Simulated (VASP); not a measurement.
# TiSe2: single point with PBE

Crystal: TiSe2.

```xyz
3
Lattice="3.5566 0.0000 0.0000 -1.7783 3.0801 0.0000 0.0000 0.0000 6.3476" Properties=species:S:1:pos:R:3 pbc="T T T"
Ti    0.0000    0.0000    0.0000
Se    0.0000    2.0534    1.5230
Se    1.7783    1.0267    4.8247
```

```
Program                : VASP 6.6.1
Task                   : single point
Functional             : PBE
Potentials or basis    : VASP PAW PBE potentials, release 64 (Ti_sv, Se)
Cutoff                 : 500 eV
k mesh                 : 6 × 6 × 4
Occupations            : gaussian, width 0.1 eV
Spin                   : no spin polarisation
Dipole correction      : no
Further INCAR settings : ALGO = Normal; EDIFF = 1e-06; NBANDS = 19
```

```json
{
 "Pressure": "0.7 GPa",
 "Largest force": "0.218 eV/Å",
 "Band gap on the k mesh": "zero (band 12 reaches 4.52 eV, above the bottom of band 13 at 4.01 eV)"
}
```

Forces on the atoms (eV/Å):
```
Ti   0.000  0.000  0.000
Se   0.000  0.000  0.218
Se   0.000  0.000 -0.218
```

Stress tensor (GPa, compression positive):
```
0.01 0.00 0.00
0.00 0.01 0.00
0.00 0.00 2.00
```

Levels at points of the mesh, in eV from the Fermi level:
```
           k point  band 9  band 10  band 11  band 12  band 13  band 14  band 15  band 16
(0.00, 0.00, 0.00)   -2.34    -0.23     0.40     0.40     0.41     0.41     0.66     3.38
(0.50, 0.00, 0.00)   -2.69    -2.39    -2.34    -1.30     0.08     1.28     1.65     3.25
(0.00, 0.00, 0.50)   -2.31    -2.24     0.29     0.29     0.40     0.40     1.13     3.55
(0.50, 0.00, 0.50)   -2.67    -2.44    -1.42    -1.10    -0.12     1.28     1.62     3.19
```

Wall time 48 s on 1 thread of Intel(R) Xeon(R) Platinum 8488C (Sapphire Rapids), with other jobs on the host, peak memory 0.19 GiB.

Caveat: this functional lacks dispersion, which binds the layers, so the pressure and a relaxed spacing across them are unreliable.
